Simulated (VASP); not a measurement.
## BaP: single point with PBE

Crystal: BaP.

```xyz
4
Lattice="5.1130 0.0000 0.0000 -2.5565 4.4280 0.0000 0.0000 0.0000 5.0600" Properties=species:S:1:pos:R:3 pbc="T T T"
Ba    0.0000    2.9520    0.0000
Ba    2.5565    1.4760    0.0000
P     0.0000    2.9520    2.5300
P     2.5565    1.4760    2.5300
```

The cell was built from a structure type or drawn by symmetry, and may not be a known phase.

```json
{
  "Program": "VASP 6.6.1",
  "Task": "single point",
  "Functional": "PBE",
  "Potentials or basis": "VASP PAW PBE potentials, release 64 (Ba_sv, P)",
  "Cutoff": "520 eV",
  "k mesh": "6 × 6 × 4",
  "Occupations": "gaussian, width 0.1 eV",
  "Spin": "no spin polarisation",
  "Dipole correction": "no",
  "Further INCAR settings": "ALGO = Normal; EDIFF = 1e-06; NBANDS = 23"
}
```

- Pressure: 23.5 GPa
- Band gap on the k mesh: zero (bands 15 and 16 overlap by 1.67 eV)

Stress tensor (GPa, compression positive):
```
10.41  0.00  0.00
 0.00 10.41  0.00
 0.00  0.00 49.73
```

Levels at points of the mesh, in eV from the Fermi level:
```csv
k point,band 12,band 13,band 14,band 15,band 16,band 17,band 18,band 19
"(0.00, 0.00, 0.00)",-2.80,-0.68,0.15,0.15,0.27,0.27,0.92,2.78
"(0.50, 0.00, 0.00)",-2.33,-0.46,-0.28,0.17,0.60,0.79,1.29,1.90
"(0.00, 0.00, 0.50)",-3.92,-3.92,-1.93,-0.68,-0.68,-0.29,2.95,2.95
"(0.50, 0.00, 0.50)",-3.42,-3.19,-2.77,-0.47,-0.20,0.94,1.01,3.09
```

It took 46 s on 1 thread of Intel(R) Xeon(R) Platinum 8488C (Sapphire Rapids), with other jobs on the host, peak memory 0.25 GiB.

Caveat: the cell stands under pressure; spin-orbit coupling is left out, which moves the levels of the heavy elements.
